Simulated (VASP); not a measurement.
A run of VASP 6.6.1:

INCAR

```
ALGO = Normal
EDIFF = 1E-6
ENCUT = 500
GGA_COMPAT = False
ISIF = 2
ISMEAR = 0
LASPH = True
LCHARG = False
LREAL = False
LWAVE = False
NBANDS = 11
NELM = 120
PREC = Accurate
SIGMA = 0.01
```

Contents of KPOINTS:

```
k-points
0
Gamma
  7 7 7
```

File POSCAR:

```
Si
1.0
    0.0000000000      2.7218510000      2.7218510000
    2.7218510000      0.0000000000      2.7218510000
    2.7218510000      2.7218510000      0.0000000000
Si
2
Direct
    0.2500000000      0.2500000000      0.2500000000
    0.0000000000      0.0000000000      0.0000000000
```

Potentials or basis: VASP PAW LDA potentials, release 64 (Si).

Launch:

```sh
$ cat potpaw_LDA.64/Si/POTCAR > POTCAR
$ mpirun -np 1 vasp_std > vasp.out
```

Hardware: 1 thread of AMD EPYC 9R45 96-Core Processor (Zen 5) (shared host).

Q: Estimate the wall time of this run.

A: Run time: 4.7 s on 1 thread of AMD EPYC 9R45 96-Core Processor (Zen 5), on a shared host, peak memory 0.1 GiB. Counts: scf iterations 11, k points 20.
